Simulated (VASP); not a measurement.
Runs of VASP 6.6.1 on Si. The structure is that of space group P6/mmm (No. 191), or close to it. The cells are those of the table. 

```csv
cell,gap on the mesh (eV),pressure (GPa)
"a = 2.539, b = 2.539, c = 2.628 Å, angles 90.0, 90.0, 120.0°, 1 atom",none,0.1
"a = 2.578, b = 2.578, c = 2.548 Å, angles 90.0, 90.0, 120.0°, 1 atom",none,(b)
"a = 2.656, b = 2.656, c = 2.400 Å, angles 90.0, 90.0, 120.0°, 1 atom",none,(a)
"a = 2.401, b = 2.401, c = 2.938 Å, angles 90.0, 90.0, 120.0°, 1 atom",none,8.9
"a = 2.694, b = 2.694, c = 2.333 Å, angles 90.0, 90.0, 120.0°, 1 atom",none,1.5
```

Alike in all rows: task single point; level LDA; potentials or basis VASP PAW LDA potentials, release 64 (Si); no spin polarisation; k mesh 24 × 24 × 22; cutoff (eV) 520; smearing gaussian 0.15 eV.

Q: Fill in the values left out.

A: (a) -0.1; (b) -0.8.

A gap of «none» marks levels without a gap at the run's occupations.
